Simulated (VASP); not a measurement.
Wanted: the native input for a VASP 6.6.1 run.

- Task: single point
- Functional: PBE
- Potentials or basis: VASP PAW PBE potentials, release 64 (Ta_pv, Ga_d, C)
- Cutoff: 520 eV
- k mesh: 4 × 4 × 4
- Occupations: gaussian, width 0.1 eV
- Spin: no spin polarisation
- Dipole correction: no
- Further INCAR settings: ALGO = Normal; EDIFF = 1e-06; NBANDS = 38

The structure of Ta3GaC3 lies in POSCAR:

```
Ta3GaC3
1.0
    4.4351769562      0.0000000000      0.0000000000
    0.0000000000      4.4351769562      0.0000000000
    0.0000000000      0.0000000000      4.4351769562
Ta Ga C
3 1 3
Direct
    0.0000000000      0.5000000000      0.5000000000
    0.5000000000      0.0000000000      0.5000000000
    0.5000000000      0.5000000000      0.0000000000
    0.0000000000      0.0000000000      0.0000000000
    0.5000000000      0.0000000000      0.0000000000
    0.0000000000      0.5000000000      0.0000000000
    0.0000000000      0.0000000000      0.5000000000
```

One way to write it, as run:

INCAR

```
SYSTEM = Ta3GaC3
PREC = Accurate
ENCUT = 520
EDIFF = 1E-6
ISMEAR = 0
SIGMA = 0.1
LREAL = .False.
LASPH = .True.
NELM = 60
ALGO = Normal
ISIF = 2
LWAVE = .False.
LCHARG = .True.
GGA = PE
LELF = .True.
LVHAR = .True.
NBANDS = 38
```

KPOINTS

```
regular mesh
0
Gamma
  4 4 4
  0 0 0
```

Potentials or basis: VASP PAW PBE potentials, release 64 (Ta_pv, Ga_d, C).

Command:

```sh
$ cat potpaw_PBE.64/Ta_pv/POTCAR potpaw_PBE.64/Ga_d/POTCAR potpaw_PBE.64/C/POTCAR > POTCAR
$ mpirun -np 1 vasp_std > vasp.out
```

It gave:

- Pressure: 0.3 GPa
- Band gap on the k mesh: zero (band 29 reaches 7.07 eV, above the bottom of band 30 at 6.40 eV)

Caveat: spin-orbit coupling is left out, which moves the levels of the heavy elements.

It took 26 s on 1 thread of AMD EPYC 9R45 96-Core Processor (Zen 5), on a shared host, peak memory 0.18 GiB.
